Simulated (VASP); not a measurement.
Wanted: the native input for a VASP 6.6.1 run.

* Task: single point
* Functional: PBE
* Potentials or basis: VASP PAW PBE potentials, release 64 (P)
* Cutoff: 520 eV
* k mesh: 2 × 2 × 3
* Occupations: fermi-dirac, width 0.1 eV
* Spin: no spin polarisation
* Dipole correction: no
* Further INCAR settings: LREAL = Auto; ALGO = Normal; EDIFF = 1e-06; NBANDS = 50

The structure of P (a cell with a defect) lies in POSCAR:

```
P
1.0
   -6.6886500000      0.0000000000     -0.0000003200
    0.0000000000     -8.8508400000      0.0000000000
    1.6721622500      0.0000000000      5.3044420800
P
15
Direct
    0.0751300118      0.4552006363      0.2105360012
    0.3242492594      0.2859693543      0.2009953333
    0.4686202735      0.0418500391      0.7949120919
    0.2341984899      0.2169682200      0.7973871731
    0.0140506407      0.9657775985      0.1814745057
    0.2643033808      0.7992497887      0.1582004426
    0.4557865190      0.5288868627      0.7954936791
    0.1946177757      0.6949515526      0.7718923122
    0.5751162175      0.4537207768      0.1998466885
    0.8324841286      0.2843831772      0.2269982871
    0.8114147681      0.1428293812      0.8778552371
    0.5343907427      0.9520581097      0.1875994037
    0.7880622838      0.7836371463      0.1972731979
    0.9544879493      0.5266623281      0.8032108262
    0.7039971979      0.6987849741      0.7950561363
```

The input as run:

INCAR

```
  PREC = Accurate
  ENCUT = 520
  EDIFF = 1E-6
  ISMEAR = -1
  SIGMA = 0.1
  LREAL = Auto
  LASPH = True
  NELM = 100
  ALGO = Normal
  ISIF = 2
  LWAVE = False
  LCHARG = True
  GGA = PE
  LELF = True
  LVHAR = True
  NBANDS = 50
```

KPOINTS

```
Automatic mesh
0
Gamma
  2 2 3
```

Potentials or basis: VASP PAW PBE potentials, release 64 (P).

Launch:

```bash
$ cat potpaw_PBE.64/P/POTCAR > POTCAR
$ mpirun -np 1 vasp_std > vasp.out
```

It gave:

```yaml
Pressure: -1.2 GPa
Largest_force: 0.170 eV/Å
Band_gap_on_the_k_mesh: zero (an odd number of electrons rules out a gap without spin polarisation)
```

Caveat: the k points lie up to 0.49 Å⁻¹ apart, too coarse for converged energies and pressures of a metal.

It took 120 s on 1 thread of Intel(R) Xeon(R) Platinum 8559C (Emerald Rapids) (shared host), peak memory 0.37 GiB.
